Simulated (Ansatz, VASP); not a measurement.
**Two plane-wave programs on BiB**

```
B Bi
1.0
     0.00000    2.62683    2.62683
     2.62683    0.00000    2.62683
     2.62683    2.62683    0.00000
B Bi
1 1
Cartesian
  0.0000 0.0000 0.0000
  2.6268 2.6268 2.6268
```

Alike in both runs: task single point; functional HSE06; k mesh 4 × 4 × 4; occupations fermi-dirac, width 0.02 eV; no spin polarisation.

```csv
,VASP,Ansatz
version,VASP 6.6.1,Ansatz 0.2.0
potentials or method,"VASP PAW PBE potentials, release 64 (B, Bi_d)",plane waves
plane-wave cutoff (eV),520,420
valence electrons in the cell,18,18
```

```csv
,VASP,Ansatz,Ansatz less VASP
pressure (GPa),0.7,0.7,0.00
```

With one functional, cell and mesh, what is left measures potentials, basis and numerics. Ansatz's warnings: filled band counts differ across k points, stress exchange threshold loose, stress scf threshold loose.

The k mesh is coarse, so the values compare programs but aren't converged. Spin-orbit coupling is off throughout.
